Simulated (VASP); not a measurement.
Zn: relaxation of cell and atoms with r2SCAN

Crystal: Zn.

```
CELL_PARAMETERS angstrom
2.11176 -3.57905 0.00000
2.11176 3.57905 0.00000
0.00000 0.00000 4.22915
ATOMIC_POSITIONS crystal
Zn 0.15250 0.84750 0.07850
Zn 0.65250 0.34750 0.42150
Zn 0.84750 0.15250 0.92150
Zn 0.34750 0.65250 0.57850
```

* Program: VASP 6.6.1
* Task: relaxation of cell and atoms
* Functional: r2SCAN
* Potentials or basis: VASP PAW PBE potentials, release 64 (Zn)
* Cutoff: 600 eV
* k mesh: 6 × 6 × 4
* Occupations: gaussian, width 0.1 eV
* Spin: no spin polarisation
* Dipole correction: no
* Further INCAR settings: ALGO = Normal; EDIFF = 1e-07; IBRION = 2; EDIFFG = -0.04; NSW = 90; ISIF = 3

The relaxed volume is 14.72 Å³/atom. The relaxed cell is a = 3.345 Å, b = 3.345 Å, c = 5.288 Å, α = 90.00°, β = 90.00°, γ = 95.91°, the space group after relaxing (to 0.1 Å) is Fmmm (No. 69) and the energy gained by relaxing is 260.9 meV/atom. The ionic steps are 57 and the pressure after relaxing is 0.0 GPa. The largest force after relaxing is 0.025 eV/Å.

Forces on the atoms (eV/Å):
```
Zn   0.000  0.011 -0.022
Zn   0.000  0.011  0.022
Zn   0.000 -0.011  0.022
Zn   0.000 -0.011 -0.022
```

Stress tensor (GPa, compression positive):
```
 0.11  0.00  0.00
 0.00 -0.13  0.00
 0.00  0.00  0.08
```

The path:
```csv
step,energy change (eV),largest force (eV/Å),pressure (GPa),volume (Å³)
1,0.0000,0.8903,8.64,63.93
3,-0.2597,0.0490,0.11,71.02
5,-0.2612,0.0534,-0.06,71.23
7,-0.2736,0.1719,-0.58,71.77
9,-0.3385,0.7011,-2.53,73.12
11,-0.3391,0.7058,-2.57,73.14
13,-0.3425,0.7318,-2.74,73.20
15,-0.3666,0.8017,-3.50,73.42
17,-0.3989,0.7724,-4.31,73.57
19,-0.4514,0.6677,-4.77,72.62
21,-0.5466,0.5506,-5.26,70.05
23,-0.8084,0.3101,3.77,60.50
25,-0.8168,0.3460,1.95,61.76
27,-0.8839,0.2063,0.70,62.62
29,-0.9217,0.1584,-0.21,64.02
31,-0.9403,0.0754,-0.58,63.65
33,-0.9468,0.0539,-0.81,63.34
35,-0.9696,0.1300,-0.31,61.79
37,-0.9748,0.1499,1.38,60.12
39,-0.9918,0.1407,1.99,58.70
41,-0.9948,0.1425,2.25,58.27
43,-1.0163,0.1072,-0.94,59.47
45,-1.0292,0.0946,-0.61,59.28
47,-1.0324,0.0837,-0.95,59.37
49,-1.0384,0.0739,0.09,58.77
51,-1.0387,0.0721,0.29,58.65
53,-1.0407,0.0473,-0.25,59.02
55,-1.0415,0.0401,-0.22,59.02
57,-1.0434,0.0249,0.02,58.87
```

Final structure:
```
CELL_PARAMETERS angstrom
2.24040 -2.48437 0.00000
2.24040 2.48437 0.00000
0.00000 0.00000 5.28797
ATOMIC_POSITIONS crystal
Zn 0.25215 0.74785 0.12569
Zn 0.75215 0.24785 0.37431
Zn 0.74785 0.25215 0.87431
Zn 0.24785 0.75215 0.62569
```

Levels at points of the mesh, in eV from the Fermi level:
```
           k point  band 21  band 22  band 23  band 24  band 25  band 26  band 27  band 28
(0.00, 0.00, 0.00)    -7.08    -4.34    -4.34     1.93     3.08     5.77     7.51     8.98
(0.50, 0.00, 0.00)    -6.50    -6.50    -2.14    -2.14     0.66     0.66     6.32     6.32
(0.50, 0.50, 0.00)    -3.92    -3.24    -3.12    -1.10     1.21     1.22     2.98     3.03
(0.00, 0.00, 0.50)    -7.30    -7.30     2.84     2.84     3.94     3.94     4.91     4.91
(0.50, 0.00, 0.50)    -5.21    -5.21    -5.20    -5.20     6.66     6.66     6.70     6.70
(0.50, 0.50, 0.50)    -2.37    -2.37    -1.81    -1.81    -0.95    -0.95    -0.18    -0.18
```

Wall time 100 min on 1 thread of Intel(R) Xeon(R) 6975P-C (Granite Rapids), on a shared host, peak memory 0.27 GiB.

Caveat: the k points lie up to 0.31 Å⁻¹ apart in the final cell; the bands computed are all filled at some k points, so no gap is given; a cell axis changed by over 15 % at a fixed basis, so the end point is rough; the PAW data sets were made with another functional, which shifts forces and pressure a little.
